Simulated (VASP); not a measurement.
Set up this calculation in VASP 6.6.1, as the native input.

| Item | Value |
| --- | --- |
| Task | single point |
| Functional | PBE |
| Potentials or basis | VASP PAW PBE potentials, release 64 (Br) |
| Cutoff | 520 eV |
| k mesh | 20 × 20 × 20 |
| Occupations | fermi-dirac, width 0.0612256 eV |
| Spin | no spin polarisation |
| Dipole correction | no |
| Further INCAR settings | ALGO = Normal; EDIFF = 1e-06; NBANDS = 10 |

The structure of Br lies in POSCAR:

```
Br
1.0
    0.0000000000      2.3636382168      2.3636382168
    2.3636382168      0.0000000000      2.3636382168
    2.3636382168      2.3636382168      0.0000000000
Br
1
Direct
    0.0000000000      0.0000000000      0.0000000000
```

The input as run:

INCAR

```
SYSTEM = Br
  PREC = Accurate
  ENCUT = 520
  EDIFF = 1E-6
  ISMEAR = -1
  SIGMA = 0.06122561905347299
  LREAL = .False.
  LASPH = .True.
  NELM = 100
  ALGO = Normal
  ISIF = 2
  LWAVE = .False.
  LCHARG = .True.
  GGA = PE
  LELF = .True.
  LVHAR = .True.
  NBANDS = 10
```

KPOINTS

```
Automatic mesh
0
Gamma
  20 20 20
  0 0 0
```

Potentials or basis: VASP PAW PBE potentials, release 64 (Br).

The run is started by

```sh
$ cat potpaw_PBE.64/Br/POTCAR > POTCAR
$ mpirun -np 1 vasp_std > vasp.out
```

Results of the run:

| Quantity | Value |
| --- | --- |
| Pressure | 0.0 GPa |

Caveat: an odd number of electrons without spin polarisation forces a metal; a magnetic or distorted state may lie lower.

Run time: 74 s on 1 thread of Intel(R) Xeon(R) Platinum 8259CL CPU @ 2.50GHz (Skylake/Cascade Lake) (shared host), peak memory 0.2 GiB.
